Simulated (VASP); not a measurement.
Input of a VASP 6.6.1 run:

Contents of INCAR:

```
ALGO     = Normal         # electronic algorithm
DIPOL    = 0.5 0.5 0.500
EDIFF    = 1E-6           # SCF threshold, eV
ENCUT    = 520            # plane-wave cutoff, eV
GGA      = PS             # functional
IDIPOL   = 3            
ISIF     = 2              # what is computed and relaxed
ISMEAR   = 0              # smearing method
LASPH    = True           # aspherical terms in the spheres
LCHARG   = False          # write CHGCAR
LDIPOL   = True         
LREAL    = False          # projectors in reciprocal space
LWAVE    = False          # write WAVECAR
NBANDS   = 97             # bands
NELM     = 80             # most SCF steps
PREC     = Accurate       # precision mode
SIGMA    = 0.1            # smearing width, eV
```

The input KPOINTS:

```
k-points
0
Gamma
  12 5 1
```

Contents of POSCAR:

```
Ti
1.0
    2.9004352002      0.0000000000      0.0000000000
    0.0000000000      6.8054953042      0.0000000000
    0.0000000000      0.0000000000     25.7318055608
Ti
14
Direct
    0.5000000000      1.0241256166      0.2998234047
    0.5000000000      0.5729518652      0.3151070331
    0.0000000000      0.2646160228      0.3615140826
    0.0000000000      0.8360386301      0.3755935364
    0.5000000000      0.5332493041      0.4251936716
    0.5000000000      0.1073182122      0.4448288992
    0.0000000000      0.7979027280      0.4888489544
    0.0000000000      0.3817537991      0.5111507782
    0.5000000000      0.0723388170      0.5551707041
    0.5000000000      0.6464079134      0.5748062792
    0.0000000000      0.3436185915      0.6244068653
    0.0000000000      0.9150402794      0.6384855673
    0.5000000000      0.6067060116      0.6848935429
    0.5000000000      0.1555293286      0.7001766810
```

Potentials or basis: VASP PAW PBE potentials, release 64 (Ti_sv).

The run is started by

```console
$ cat potpaw_PBE.64/Ti_sv/POTCAR > POTCAR
$ mpirun -np 1 vasp_std > vasp.out
```

Q: Predict the largest force.

A: 0.025 eV/Å.

Q: Estimate the band gap on the k mesh.

A: Zero (bands 84 and 85 overlap by 0.60 eV).

Forces in eV/Å, atoms in the order of the input:
```
Ti   0.000 -0.020  0.015
Ti   0.000  0.002 -0.002
Ti   0.000  0.003  0.003
Ti   0.000  0.006  0.017
Ti   0.000  0.006 -0.004
Ti   0.000  0.004 -0.001
Ti   0.000 -0.008  0.006
Ti   0.000  0.008 -0.006
Ti   0.000 -0.004  0.001
Ti   0.000 -0.006  0.004
Ti   0.000 -0.006 -0.017
Ti   0.000 -0.003 -0.003
Ti   0.000 -0.002  0.002
Ti   0.000  0.020 -0.015
```

Caveat: the PAW data sets were made with another functional, which shifts forces and pressure a little.
